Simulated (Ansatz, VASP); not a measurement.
## Bi: VASP beside Ansatz

File INCAR:

```
SYSTEM = Bi
ALGO = Normal
DIPOL = 0.5 0.5 0.500
EDIFF = 1E-6
ENCUT = 520
GGA = PE
IDIPOL = 3
ISIF = 2
ISMEAR = 0
LASPH = .True.
LCHARG = .True.
LDIPOL = .True.
LELF = .True.
LREAL = .False.
LVACPOTAV = .True.
LVHAR = .True.
LWAVE = .False.
NBANDS = 22
NELM = 60
PREC = Accurate
SIGMA = 0.02
```

KPOINTS

```
k-points
0
Gamma
  9 9 1
  0 0 0
```

POSCAR

```
Bi
1.0
    4.2790000000      0.0000000000      0.0000000000
   -2.1395000000      3.7057227028      0.0000000000
    0.0000000000      0.0000000000     28.0000000000
Bi
2
Direct
    0.3333333333      0.6666666667      0.5264107143
    0.6666666667      0.3333333333      0.4735892857
```

Input for Ansatz:

```yaml
crystal:
  lattice:
    - [4.279, 0.0, 0.0]
    - [-2.1395, 3.7057227028, 0.0]
    - [0.0, 0.0, 28.0]
  atoms:
    - { symbol: Bi, position: [0.3333333333, 0.6666666667, 0.5264107143] }
    - { symbol: Bi, position: [0.6666666667, 0.3333333333, 0.4735892857] }
  periodic: [true, true, false]
basis:
  ecutwfc: 420
kpoints:
  mp_grid: { grid: [9, 9, 1] }
hamiltonian:
  xc: pbe
scf:
  occupations: { method: gaussian, width: 0.02 }
output:
  forces: true
  stress: true
  eigenvalues: true
```

Alike in both runs: task single point; functional PBE; k mesh 9 × 9 × 1; occupations gaussian, width 0.02 eV; no spin polarisation.

|  | VASP | Ansatz |
| --- | --- | --- |
| version | VASP 6.6.1 | Ansatz 0.2.0 |
| potentials or method | VASP PAW PBE potentials, release 64 (Bi_d), cutoff 520 eV | scalar-relativistic, plane waves, PAW |
| valence electrons in the cell | 30 | 30 |

```tsv
	VASP	Ansatz	Ansatz less VASP
gap on the k mesh at the Fermi level (eV)	0.45	0.49	+0.041
least direct gap on the mesh (eV)	0.47	0.51	+0.041
rms of the force components (eV/Å)	1.388	1.371	-0.0169
```

Atom by atom the forces differ by 0.017 eV/Å (rms over components).

Spin-orbit coupling is off throughout.
